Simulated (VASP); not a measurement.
A run of VASP 6.6.1:

POSCAR

```
CdO
1.0
    0.0000000000      2.3481500455      2.3481500455
    2.3481500455      0.0000000000      2.3481500455
    2.3481500455      2.3481500455      0.0000000000
Cd O
1 1
Direct
    0.0000000000      0.0000000000      0.0000000000
    0.5000000000      0.5000000000      0.5000000000
```

INCAR.step1

```
SYSTEM = CdO
PREC = Accurate ; ENCUT = 520
EDIFF = 1E-5 ; ISMEAR = 0
SIGMA = 0.05 ; LREAL = .FALSE.
LASPH = .TRUE. ; NELM = 120
ALGO = Normal ; ISIF = 2
LWAVE = .TRUE. ; NBANDS = 20
GGA = PE ; GGA_COMPAT = .FALSE.
```

INCAR.step2

```
SYSTEM = CdO
PREC = Accurate ; ENCUT = 520
EDIFF = 1E-6 ; ISMEAR = 0
SIGMA = 0.05 ; LREAL = .FALSE.
LASPH = .TRUE. ; NELM = 120
ALGO = Normal ; ISIF = 2
LWAVE = .FALSE. ; LCHARG = .TRUE.
GGA = PE ; LHFCALC = .TRUE.
AEXX = 0.25 ; PRECFOCK = Normal
LELF = .TRUE. ; LVHAR = .TRUE.
NBANDS = 20 ; ISTART = 1
GGA_COMPAT = .FALSE.
```

The input KPOINTS:

```
regular mesh
0
G
  6 6 6
  0 0 0
```

Potentials or basis: VASP PAW PBE potentials, release 64 (Cd_sv_GW, O).

Run with:

```bash
$ cat potpaw_PBE.64/Cd_sv_GW/POTCAR potpaw_PBE.64/O/POTCAR > POTCAR
$ cp INCAR.step1 INCAR
$ mpirun -np 1 vasp_std > vasp.out
$ cp INCAR.step2 INCAR
$ mpirun -np 1 vasp_std > vasp.out
```

Hardware: 1 thread of Intel(R) Xeon(R) Platinum 8488C (Sapphire Rapids) (shared host).

Task: Estimate the wall time of this run.

Result: Wall time 49 min on 1 thread of Intel(R) Xeon(R) Platinum 8488C (Sapphire Rapids), on a shared host, peak memory 0.18 GiB. Counts: k points 16.
